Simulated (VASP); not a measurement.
A run of VASP 6.6.1:

File INCAR:

```
PREC = Accurate
ENCUT = 520
EDIFF = 1E-7
ISMEAR = 0
SIGMA = 0.1
LREAL = False
LASPH = True
NELM = 150
ALGO = Normal
ISIF = 2
LWAVE = False
LCHARG = False
ISPIN = 2
MAGMOM = 2 0
LORBIT = 11
LMAXMIX = 4
GGA = PE
NBANDS = 18
```

File KPOINTS:

```
Automatic mesh
0
Gamma
  6 6 6
```

File POSCAR:

```
NiSb
1.0
    0.0000000000      2.6340865568      2.6340865568
    2.6340865568      0.0000000000      2.6340865568
    2.6340865568      2.6340865568      0.0000000000
Ni Sb
1 1
Direct
    0.0000000000      0.0000000000      0.0000000000
    0.7500000000      0.7500000000      0.7500000000
```

Potentials or basis: VASP PAW PBE potentials, release 64 (Ni, Sb).

Command:

```console
$ cat potpaw_PBE.64/Ni/POTCAR potpaw_PBE.64/Sb/POTCAR > POTCAR
$ mpirun -np 1 vasp_std > vasp.out
```

Hardware: 1 thread of Intel Xeon 8259CL (shared host).

Problem. How long does it take, and how much memory?

Solution. Wall time 64 s on 1 thread of Intel Xeon 8259CL, on a shared host, peak memory 0.18 GiB. Counts: scf iterations 16, k points 16.
